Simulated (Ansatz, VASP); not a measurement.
# YHg: VASP beside Ansatz

Contents of INCAR:

```
PREC = Accurate ; ENCUT = 520
EDIFF = 1E-8 ; ISMEAR = -1
SIGMA = 0.08 ; LREAL = F
LASPH = T ; NELM = 80
ALGO = Normal ; ISIF = 2
LWAVE = F ; LCHARG = F
LEFG = T ; NBANDS = 18
```

The input KPOINTS:

```
regular mesh
0
Gamma
  11 11 11
```

File POSCAR:

```
YHg
1.0
    3.7556400000      0.0000000000      0.0000000000
    0.0000000000      3.7556400000      0.0000000000
    0.0000000000      0.0000000000      3.6820000000
Y Hg
1 1
Direct
    0.5000000000      0.5000000000      0.5000000000
    0.0000000000      0.0000000000      0.0000000000
```

Input for Ansatz:

```yaml
crystal:
  lattice:
    - [3.75564, 0.0, 0.0]
    - [0.0, 3.75564, 0.0]
    - [0.0, 0.0, 3.682]
  atoms:
    - { symbol: "Y", position: [0.5, 0.5, 0.5] }
    - { symbol: Hg, position: [0.0, 0.0, 0.0] }
kpoints:
  mp_grid: { grid: [11, 11, 11] }
scf:
  occupations: { method: fermi_dirac, width: 0.08 }
hamiltonian:
  xc: lda
  pseudopotentials: { kind: paw }
output:
  forces: true
  stress: true
  eigenvalues: true
  efg: { contact_densities: true }
```

Change from the starting cell: equal xx and yy strain of +2 %, PAW files.

Alike in both runs: task electric field gradients; functional LDA; k mesh 11 × 11 × 11; occupations fermi-dirac, width 0.08 eV; no spin polarisation.

```csv
,VASP,Ansatz
version,VASP 6.6.1,Ansatz 0.2.0
potentials or method,"VASP PAW LDA potentials, release 64 (Y_sv, Hg)","PAW with Ansatz's default frozen-core files, scalar-relativistic"
plane-wave cutoff (eV),520,420
valence electrons in the cell,23,31
```

Ansatz gave:

```
pressure (GPa)                                                : -5.8
traceless stress, the component that is largest in VASP (GPa) : 0.43
size of Vzz on the site where it differs most (V/Å²)          : 8.9
```

Task: Which values does VASP return?

Result: Pressure (GPa): -5.7; traceless stress, the component that is largest in VASP (GPa): 0.43; size of Vzz on the site where it differs most (V/Å²): 9.8.

LDA's correlation is that of Perdew and Zunger in VASP and of Perdew and Wang (1992) in Ansatz. VASP's potentials hold 23 valence electrons a cell and Ansatz's 31, so a difference there can come from the potentials and not from the codes.

Neither program's run includes spin-orbit coupling.
